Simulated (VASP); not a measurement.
Write the native input for VASP 6.6.1 that does the following.

```
Task                   : single point
Functional             : LDA
Potentials or basis    : VASP PAW LDA potentials, release 64 (Ga_d, Sb)
Cutoff                 : 500 eV
k mesh                 : 6 × 6 × 6
Occupations            : gaussian, width 0.01 eV
Spin                   : no spin polarisation
Dipole correction      : no
Further INCAR settings : ALGO = Normal; EDIFF = 1e-06; NBANDS = 16
```

The structure of GaSb lies in POSCAR:

```
GaSb
1.0
    0.0000000000      3.0176570942      3.0176570942
    3.0176570942      0.0000000000      3.0176570942
    3.0176570942      3.0176570942      0.0000000000
Ga Sb
1 1
Direct
    0.0000000000      0.0000000000      0.0000000000
    0.2500000000      0.2500000000      0.2500000000
```

These files were run (other wordings do the same):

INCAR

```
PREC = Accurate ; ENCUT = 500
EDIFF = 1E-6 ; ISMEAR = 0
SIGMA = 0.01 ; LREAL = False
LASPH = True ; NELM = 120
ALGO = Normal ; ISIF = 2
LWAVE = False ; LCHARG = False
NBANDS = 16 ; GGA_COMPAT = False
```

KPOINTS

```
regular mesh
0
Gamma
  6 6 6
```

Potentials or basis: VASP PAW LDA potentials, release 64 (Ga_d, Sb).

Command:

```sh
$ cat potpaw_LDA.64/Ga_d/POTCAR potpaw_LDA.64/Sb/POTCAR > POTCAR
$ mpirun -np 1 vasp_std > vasp.out
```

It gave:

| Property | Result |
| --- | --- |
| Pressure | 0.5 GPa |
| Band gap on the k mesh | 0.17 eV, direct |

Caveat: spin-orbit coupling is left out, which moves the levels of the heavy elements.

It took 17 s on 1 thread of Intel Xeon 8259CL, on a shared host, peak memory 0.16 GiB.
